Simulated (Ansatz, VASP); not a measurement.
## One calculation of AlN, two programs

Contents of INCAR:

```
PREC = Accurate
ENCUT = 520
EDIFF = 1E-6
ISMEAR = 0
SIGMA = 0.02
LREAL = F
LASPH = T
NELM = 60
ALGO = Normal
ISIF = 2
LWAVE = F
LCHARG = T
GGA = PS
LELF = T
LVHAR = T
NBANDS = 16
```

The input KPOINTS:

```
Automatic mesh
0
Gamma
  9 9 6
```

POSCAR

```
AlN
1.0
    3.0360269997      0.0000000000      0.0000000000
   -1.5180134999      2.6292765083      0.0000000000
    0.0000000000      0.0000000000      5.1567102000
Al N
2 2
Direct
    0.3333333333      0.6666666667     -0.0120530333
    0.6666666667      0.3333333333      0.4879469667
    0.3333333333      0.6666666667      0.3970530333
    0.6666666667      0.3333333333      0.8970530333
```

Input for Ansatz:

```yaml
crystal:
  lattice:
    - [3.0360269997, 0.0, 0.0]
    - [-1.5180134999, 2.6292765083, 0.0]
    - [0.0, 0.0, 5.1567102]
  atoms:
    - { symbol: Al, position: [0.3333333333, 0.6666666667, -0.0120530333] }
    - { symbol: Al, position: [0.6666666667, 0.3333333333, 0.4879469667] }
    - { symbol: "N", position: [0.3333333333, 0.6666666667, 0.3970530333] }
    - { symbol: "N", position: [0.6666666667, 0.3333333333, 0.8970530333] }
basis:
  ecutwfc: 420
kpoints:
  mp_grid: { grid: [9, 9, 6] }
hamiltonian:
  xc: pbesol
scf:
  occupations: { method: gaussian, width: 0.02 }
output:
  forces: true
  stress: true
  eigenvalues: true
```

Alike in both runs: task single point; functional PBEsol; k mesh 9 × 9 × 6; occupations gaussian, width 0.02 eV; no spin polarisation.

```csv
,VASP,Ansatz
version,VASP 6.6.1,Ansatz 0.2.0
potentials or method,"VASP PAW PBE potentials, release 64 (Al, N), cutoff 520 eV","scalar-relativistic, plane waves, PAW"
valence electrons in the cell,16,16
```

|  | VASP | Ansatz | Ansatz less VASP |
| --- | --- | --- | --- |
| gap on the k mesh at the Fermi level (eV) | 3.93 | 3.92 | -0.017 |
| least direct gap on the mesh (eV) | 3.93 | 3.92 | -0.017 |
| pressure (GPa) | 9.5 | 9.4 | -0.11 |
| traceless stress, the component that is largest in VASP (GPa) | -23.28 | -22.95 | +0.330 |
| rms of the force components (eV/Å) | 0.867 | 0.859 | -0.0085 |

VASP's potentials were made for PBE, not for PBEsol. Atom by atom the forces differ by 0.008 eV/Å (rms over components). With one functional, cell and mesh, what is left measures potentials, basis and numerics.
